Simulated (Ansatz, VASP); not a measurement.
SnSe: VASP beside Ansatz

INCAR

```
SYSTEM = SnSe
ALGO = Normal ; EDIFF = 1E-6
ENCUT = 500 ; GGA = CA
GGA_COMPAT = .FALSE. ; ISIF = 2
ISMEAR = 0 ; LASPH = .TRUE.
LCHARG = .TRUE. ; LELF = .TRUE.
LREAL = .FALSE. ; LVHAR = .TRUE.
LWAVE = .FALSE. ; NBANDS = 28
NELM = 120 ; PREC = Accurate
SIGMA = 0.05
```

File KPOINTS:

```
k-points
0
G
  6 6 4
  0 0 0
```

The input POSCAR:

```
SnSe
1.0
    4.1898989379      0.0000000000      0.0000000000
    0.0000000000      4.1898989379      0.0000000000
    0.0000000000      0.0000000000     10.9796229414
Sn Se
2 2
Direct
    0.5379720437      0.0379720437      0.3781633338
    0.0379720437      0.5379720437      0.6218366662
    0.5000000000      0.0000000000      0.6217782129
    0.0000000000      0.5000000000      0.3782217871
```

Input for Ansatz:

```yaml
crystal:
  lattice:
    - [4.1898989379, 0.0, 0.0]
    - [0.0, 4.1898989379, 0.0]
    - [0.0, 0.0, 10.9796229414]
  atoms:
    - { symbol: Sn, position: [0.5379720437, 0.0379720437, 0.3781633338] }
    - { symbol: Sn, position: [0.0379720437, 0.5379720437, 0.6218366662] }
    - { symbol: Se, position: [0.5, 0.0, 0.6217782129] }
    - { symbol: Se, position: [0.0, 0.5, 0.3782217871] }
basis:
  ecutwfc: 420
kpoints:
  mp_grid: { grid: [6, 6, 4] }
hamiltonian:
  xc: lda
scf:
  occupations: { method: gaussian, width: 0.05 }
output:
  forces: true
  stress: true
  eigenvalues: true
```

Change from the starting cell: all Sn atoms moved +0.225 Å, as atom 1 along Cartesian [1 1 0].

Alike in both runs: task single point; functional LDA; k mesh 6 × 6 × 4; occupations gaussian, width 0.05 eV; no spin polarisation.

|  | VASP | Ansatz |
| --- | --- | --- |
| version | VASP 6.6.1 | Ansatz 0.2.0 |
| potentials or method | VASP PAW LDA potentials, release 64 (Sn_d, Se), cutoff 500 eV | scalar-relativistic, plane waves, PAW |
| valence electrons in the cell | 40 | 60 |

Ansatz gave:

```
gap on the k mesh at the Fermi level (eV) : 1.54
least direct gap on the mesh (eV)         : 1.58
rms of the force components (eV/Å)        : 0.122
```

Question: What did VASP give for the same quantities?

Answer: gap on the k mesh at the Fermi level (eV): 1.53; least direct gap on the mesh (eV): 1.57; rms of the force components (eV/Å): 0.131.

LDA's correlation is that of Perdew and Zunger in VASP and of Perdew and Wang (1992) in Ansatz. Atom by atom the forces differ by 0.015 eV/Å (rms over components). VASP's potentials hold 40 valence electrons a cell and Ansatz's 60, so a difference there can come from the potentials and not from the codes.
